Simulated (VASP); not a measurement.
# Co (P6_3/mmc) in VASP: further runs, part 2 of 2

VASP 6.6.1.

### 3 Single point, PBE, collinear spin, antiferromagnetic start

The input, INCAR:

```
ALGO = Normal ; EDIFF = 1E-6
ENCUT = 520 ; GGA = PE
ISIF = 2 ; ISMEAR = 0
ISPIN = 2 ; LASPH = True
LCHARG = True ; LELF = True
LMAXMIX = 4 ; LORBIT = 11
LREAL = False ; LVHAR = True
LWAVE = False ; MAGMOM = 1.5 1.5 -1.5 -1.5
NBANDS = 30 ; NELM = 150
PREC = Accurate ; SIGMA = 0.05
```

The input, KPOINTS:

```
k-points
0
Gamma
  16 16 4
```

The input, POSCAR:

```
Co
1.0
    2.4937131673      0.0000000000      0.0000000000
   -1.2468565837      2.1596189527      0.0000000000
    0.0000000000      0.0000000000      8.0601803677
Co
4
Direct
    0.3333333333      0.6666666667      0.1250000000
    0.6666666667      0.3333333333      0.3750000000
    0.3333333333      0.6666666667      0.6250000000
    0.6666666667      0.3333333333      0.8750000000
```

Potentials or basis: VASP PAW PBE potentials, release 64 (Co).

Launch:

```sh
cat potpaw_PBE.64/Co/POTCAR > POTCAR
mpirun -np 1 vasp_std > vasp.out
```

OUTCAR:

```text
EDIFF = 1E-6
   ENCUT = 520
   GGA = PE
   ISIF = 2
   ISMEAR = 0
   ISPIN = 2
   LASPH = True
   LORBIT = 11
   LREAL = False
   NELM = 150
   PREC = Accurate

 ion  position               nearest neighbor table
   1  0.333  0.667  0.125-   2 2.48   4 2.48   2 2.48   4 2.48   2 2.48   4 2.48
   2  0.667  0.333  0.375-   1 2.48   3 2.48   1 2.48   3 2.48   1 2.48   3 2.48
   3  0.333  0.667  0.625-   2 2.48   4 2.48   2 2.48   4 2.48   2 2.48   4 2.48
   4  0.667  0.333  0.875-   1 2.48   3 2.48   1 2.48   3 2.48   1 2.48   3 2.48

  LATTYP: Found a hexagonal cell.
 ALAT       =     2.4937131673
 C/A-ratio  =     3.2322002680

  Lattice vectors:

 A1 = (   2.4937131673,   0.0000000000,   0.0000000000)
 A2 = (  -1.2468565837,   2.1596189527,   0.0000000000)
 A3 = (   0.0000000000,   0.0000000000,   8.0601803677)

Analysis of symmetry for initial positions (statically):
=====================================================================
 Subroutine PRICEL returns following result:

  LATTYP: Found a hexagonal cell.
 ALAT       =     2.4937131673
 C/A-ratio  =     1.6161001340
[... 12 lines left out ...]
 Subroutine GETGRP returns: Found 24 space group operations
 (whereof 12 operations were pure point group operations)
 out of a pool of 24 trial point group operations.

The static configuration has the point symmetry D_3d.
 The point group associated with its full space group is D_6h.

Analysis of symmetry for dynamics (positions and initial velocities):
=====================================================================
 Subroutine PRICEL returns following result:

  LATTYP: Found a hexagonal cell.
 ALAT       =     2.4937131673
 C/A-ratio  =     1.6161001340
[... 12 lines left out ...]
 Subroutine GETGRP returns: Found 24 space group operations
 (whereof 12 operations were pure point group operations)
 out of a pool of 24 trial point group operations.

The dynamic configuration has the point symmetry D_3d.
 The point group associated with its full space group is D_6h.

Analysis of structural, dynamic, and magnetic symmetry:
=====================================================================
 Subroutine PRICEL returns following result:

  LATTYP: Found a hexagonal cell.
 ALAT       =     2.4937131673
 C/A-ratio  =     1.6161001340
[... 12 lines left out ...]
 Subroutine GETGRP returns: Found 12 space group operations
 (whereof 12 operations were pure point group operations)
 out of a pool of 24 trial point group operations.

The overall configuration has the point symmetry D_3d.

 Subroutine INISYM returns: Found 12 space group operations
 (whereof 12 operations are pure point group operations),
 and found     2 'primitive' translations

----------------------------------------------------------------------------------------

                                     Primitive cell

  volume of cell :      21.7039

  direct lattice vectors                    reciprocal lattice vectors
     2.493713167  0.000000000  0.000000000     0.401008429  0.231522325  0.000000000
    -1.246856584  2.159618953  0.000000000     0.000000000  0.463044649  0.000000000
     0.000000000  0.000000000  4.030090184     0.000000000  0.000000000  0.248133405

  length of vectors
[... 80 lines left out ...]
   ENCUT  =  520.0 eV  38.22 Ry    6.18 a.u.   4.64  4.64 14.99*2*pi/ulx,y,z
   NELM   =    150;   NELMIN=  2; NELMDL= -5     # of ELM steps
   EDIFF  = 0.1E-05   stopping-criterion for ELM
   LREAL  =      F    real-space projection
   EDIFFG = 0.1E-04   stopping-criterion for IOM
   NSW    =      0    number of steps for IOM
   IBRION =     -1    ionic relax: 0-MD 1-quasi-New 2-CG
   NFREE  =      0    steps in history (QN), initial steepest desc. (CG)
   ISIF   =      2    stress and relaxation
   ISYM   =      2    0-nonsym 1-usesym 2-fastsym
   POTIM  = 0.5000    time-step for ionic-motion
   TEBEG  =    0.0;   TEEND  =   0.0 temperature during run
   PSTRESS=    0.0 pullay stress
   NELECT =      36.0000    total number of electrons
   NUPDOWN=      -1.0000    fix difference up-down
   EMIN   =  10.00;   EMAX   =-10.00  energy-range for DOS
   EFERMI =   0.00;   METHOD = LEGACY
   ISMEAR =     0;   SIGMA  =   0.05  broadening in eV -4-tet -1-fermi 0-gaus
   EFERMI_NEDOS =   21; number of points for ismear=-14 and -15
   IALGO  =     38    algorithm
   IMIX   =      4    mixing-type and parameters
     AMIX     =   0.40;   BMIX     =  1.00
     AMIX_MAG =   1.60;   BMIX_MAG =  1.00
  volume/ion in A,a.u.               =      10.85        73.23
  Fermi-wavevector in a.u.,A,eV,Ry     =   1.538106  2.906598 32.188246  2.365769
  Thomas-Fermi vector in A             =   2.644521
   LORBIT       =     11    0 simple, 1 ext, 2 COOP (PROOUT), +10 PAW based schemes
   GGA     = PE    functional components
   LHFCALC =     F    Hartree Fock is set to
   AEXX    =    0.0000 exact exchange contribution
   IVDW    =     0    specifies the selected vdW correction
   LEPSILON=     F    determine dielectric tensor
   LRPA    =     F    only Hartree local field effects (RPA)
 spin polarized calculation
 Gauss-broadening in eV      SIGMA  =   0.05
  energy-cutoff  :      520.00
  volume of cell :       43.41
 maximum number of plane-waves:      1194
 NGX is ok and might be reduce to    20
   NGX =  9   NGY =  9   NGZ = 29

 number of electron      35.9999992 magnetization      -0.0000000

 number of electron      35.9999992 magnetization       0.0000000

 Free energy of the ion-electron system (eV)
  ---------------------------------------------------
  ext. energy  EPLUGINS =         0.00000000
  ---------------------------------------------------
  free energy    TOTEN  =       -27.66033447 eV

  energy without entropy =      -27.65656428  energy(sigma->0) =      -27.65844938

 E-fermi :  10.2962     XC(G=0): -13.4080

 val. band max:       10.2926298382   @ k =   0.2500   0.1875   0.5000
 cond. band min:      10.2981088340   @ k =   0.3125  -0.0000   0.5000
 fundamental gap:      0.0054789958
 Fermi energy:        10.2962331655

 spin component 1

 k-point     1 :       0.0000    0.0000    0.0000
  band No.  band energies     occupation
      1       1.3407      1.00000
      2       3.6008      1.00000
      3       3.6412      1.00000
      4       5.4926      1.00000
      5       7.5106      1.00000
      6       7.7409      1.00000
[... 781 lines left out ...]
     29      21.9856      0.00000
     30      23.8403      0.00000

 [... further k-points ...]

 spin component 2

 k-point     1 :       0.0000    0.0000    0.0000
  band No.  band energies     occupation
      1       1.3407      1.00000
      2       3.6008      1.00000
      3       3.6412      1.00000
      4       5.4926      1.00000
      5       7.5106      1.00000
      6       7.7409      1.00000
[... 781 lines left out ...]
     29      21.9856      0.00000
     30      23.8401      0.00000

 [... further k-points ...]

------------------------ aborting loop because EDIFF is reached ----------------------------------------

  FORCE on cell =-STRESS in cart. coord.  units (eV):
  Direction    XX          YY          ZZ          XY          YZ          ZX
  --------------------------------------------------------------------------------------
  -------------------------------------------------------------------------------------
  Total       -0.4722643     -0.4722643     -0.5452820      0.0000000      0.0000000     -0.0000000
  in kB      -17.4312020    -17.4312020    -20.1262745      0.0000000      0.0000000     -0.0000000
  external PRESSURE =     -18.3295595 kB  Pullay stress =       0.0000000 kB

 VOLUME and BASIS-vectors are now :
 -----------------------------------------------------------------------------
  energy-cutoff  :      520.00
  volume of cell :       43.41
      direct lattice vectors                 reciprocal lattice vectors
     2.493713167  0.000000000  0.000000000     0.401008429  0.231522325  0.000000000
    -1.246856584  2.159618953  0.000000000     0.000000000  0.463044649  0.000000000
     0.000000000  0.000000000  8.060180368     0.000000000  0.000000000  0.124066703

 POSITION                                       TOTAL-FORCE (eV/Angst)
 -----------------------------------------------------------------------------------
     -0.00000      1.43975      1.00752        -0.000000      0.000000      0.707686
      1.24686      0.71987      3.02257         0.000000     -0.000000     -0.707686
     -0.00000      1.43975      5.03761        -0.000000      0.000000      0.707686
      1.24686      0.71987      7.05266         0.000000      0.000000     -0.707686
 -----------------------------------------------------------------------------------
    total drift:                               -0.000000      0.000000      0.000000

  FREE ENERGIE OF THE ION-ELECTRON SYSTEM (eV)
  ---------------------------------------------------
  free  energy   TOTEN  =       -27.6603344727 eV

  energy  without entropy=      -27.6565642801  energy(sigma->0) =      -27.65844938

 total charge

# of ion       s       p       d       tot
------------------------------------------
    1        0.489   0.522   7.259   8.271
    2        0.489   0.522   7.259   8.271
    3        0.489   0.522   7.259   8.271
    4        0.489   0.522   7.259   8.271
--------------------------------------------------
tot          1.958   2.090  29.036  33.084

 magnetization (x)

# of ion       s       p       d       tot
------------------------------------------
    1       -0.001  -0.014   1.491   1.476
    2       -0.001  -0.014   1.491   1.476
    3        0.001   0.014  -1.491  -1.476
    4        0.001   0.014  -1.491  -1.476
--------------------------------------------------
tot          0.000   0.000   0.000   0.000
```

OSZICAR:

```text
N       E                     dE             d eps       ncg     rms          rms(c)
DAV:   1     0.236378146120E+03    0.23638E+03   -0.15651E+04 13392   0.163E+03
DAV:   2    -0.176202306574E+02   -0.25400E+03   -0.23760E+03 13344   0.310E+02
DAV:   3    -0.321586051289E+02   -0.14538E+02   -0.13805E+02 14892   0.100E+02
DAV:   4    -0.323844832336E+02   -0.22588E+00   -0.22562E+00 15196   0.127E+01
DAV:   5    -0.323944482053E+02   -0.99650E-02   -0.99643E-02 19748   0.199E+00    0.207E+01
DAV:   6    -0.285197812503E+02    0.38747E+01   -0.26480E+01 14910   0.777E+01    0.104E+01
DAV:   7    -0.277181582136E+02    0.80162E+00   -0.46239E+00 15340   0.302E+01    0.498E+00
DAV:   8    -0.276858176952E+02    0.32341E-01   -0.75694E-02 19220   0.288E+00    0.233E+00
DAV:   9    -0.276578852680E+02    0.27932E-01   -0.20913E-02 19510   0.238E+00    0.731E-01
DAV:  10    -0.276596162741E+02   -0.17310E-02   -0.54222E-03 15352   0.711E-01    0.198E-01
DAV:  11    -0.276603157555E+02   -0.69948E-03   -0.18498E-03 16026   0.573E-01    0.769E-02
DAV:  12    -0.276603373717E+02   -0.21616E-04   -0.17594E-04 14282   0.133E-01    0.349E-02
DAV:  13    -0.276603325191E+02    0.48527E-05   -0.12357E-05 20780   0.326E-02    0.134E-02
DAV:  14    -0.276603336725E+02   -0.11534E-05   -0.18173E-06 12028   0.128E-02    0.373E-03
DAV:  15    -0.276603344727E+02   -0.80021E-06   -0.42438E-07  8112   0.812E-03
   1 F= -.27660334E+02 E0= -.27658449E+02  d E =-.377019E-02  mag=     0.0000
```

stdout:

```text
POSCAR found type information on POSCAR Co
 POSCAR found :  1 types and       4 ions
 scaLAPACK will be used
 LDA part: xc-table for (Slater+PW92), standard interpolation
 POSCAR, INCAR and KPOINTS ok, starting setup
 FFT: planning ... GRIDC
 FFT: planning ... GRID_SOFT
 FFT: planning ... GRID
 WAVECAR not read
 entering main loop
```

Run time: 2.9 min. Hardware: 1 thread of AMD EPYC 9R45 (Zen 5), shared host; peak memory 0.28 GiB.

What came out:

- Free energy: -27.6603 eV
- Pressure: -1.8 GPa
- Largest force: 0.708 eV/Å
- Band gap on the k mesh: zero (filled and empty bands overlap)
- Net moment: 0.00 μB per cell
- Site moments: Co +1.48, -1.48 μB
- Valence electrons inside the program's atomic spheres: Co 8.27

Forces on the atoms (eV/Å):
```
Co   0.000  0.000  0.708
Co   0.000  0.000 -0.708
Co   0.000  0.000  0.708
Co   0.000  0.000 -0.708
```

Levels at points of the mesh, in eV from the Fermi level:
Spin up:
```
           k point  band 16  band 17  band 18  band 19  band 20  band 21
(0.00, 0.00, 0.00)    -0.89    -0.89    -0.70    -0.70    -0.16     0.18
(0.50, 0.00, 0.00)    -0.42    -0.25     0.65     1.07     1.14     1.58
(0.00, 0.00, 0.50)    -1.27    -0.90    -0.90    -0.79    -0.79     0.19
(0.50, 0.00, 0.50)    -0.30    -0.16     0.54     0.96     1.07     1.14
```
Spin down:
```tsv
k point	band 16	band 17	band 18	band 19	band 20	band 21
(0.00, 0.00, 0.00)	-0.89	-0.89	-0.70	-0.70	-0.16	0.18
(0.50, 0.00, 0.00)	-0.42	-0.25	0.65	1.07	1.14	1.58
(0.00, 0.00, 0.50)	-1.27	-0.90	-0.90	-0.79	-0.79	0.19
(0.50, 0.00, 0.50)	-0.30	-0.16	0.54	0.96	1.07	1.14
```
